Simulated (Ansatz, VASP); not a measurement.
One calculation of Zn, two programs

File POSCAR:

```
Zn
1.0
    0.0000000000      1.9382217178      1.9382217178
    1.9382217178      0.0000000000      1.9382217178
    1.9382217178      1.9382217178      0.0000000000
Zn
1
Direct
    0.0000000000      0.0000000000      0.0000000000
```

The input INCAR.step1:

```
PREC = Accurate ; ENCUT = 520
EDIFF = 1E-5 ; ISMEAR = -1
SIGMA = 0.05 ; LREAL = False
LASPH = True ; NELM = 60
ALGO = Normal ; ISIF = 2
LWAVE = True ; LCHARG = False
GGA = PE ; NBANDS = 12
```

The input INCAR.step2:

```
PREC = Accurate ; ENCUT = 520
EDIFF = 1E-7 ; ISMEAR = -1
SIGMA = 0.05 ; LREAL = False
LASPH = True ; NELM = 60
ALGO = Normal ; ISIF = 2
LWAVE = False ; LCHARG = False
GGA = PE ; LHFCALC = True
AEXX = 0.25 ; PRECFOCK = Normal
ISTART = 1 ; NBANDS = 12
```

File KPOINTS:

```
Automatic mesh
0
Gamma
  6 6 6
```

File input.yaml:

```yaml
crystal:
  lattice:
    - [0.0, 1.9382217178, 1.9382217178]
    - [1.9382217178, 0.0, 1.9382217178]
    - [1.9382217178, 1.9382217178, 0.0]
  atoms:
    - { symbol: Zn, position: [0.0, 0.0, 0.0] }
hamiltonian:
  xc: pbe0
  pseudopotentials: { kind: paw }
kpoints:
  mp_grid: { grid: [6, 6, 6] }
scf:
  occupations: { method: fermi_dirac, width: 0.05 }
output:
  forces: true
  stress: true
  eigenvalues: true
```

Alike in both runs: task single point; functional PBE0; k mesh 6 × 6 × 6; occupations fermi-dirac, width 0.05 eV; no spin polarisation.

```csv
,VASP,Ansatz
version,VASP 6.6.1,Ansatz 0.2.0
potentials or method,"VASP PAW PBE potentials, release 64 (Zn)",Ansatz PAW
plane-wave cutoff (eV),520,420
valence electrons in the cell,12,12
```

VASP gave:

- gap on the k mesh at the Fermi level (eV): none
- pressure (GPa): 2.5

**Question.** Which values does Ansatz return?

**Answer.** gap on the k mesh at the Fermi level (eV): none; pressure (GPa): 2.4.

A gap of «none» marks a metal or a gap that the smearing closes.

The k mesh is coarse, so the values compare programs but aren't converged.
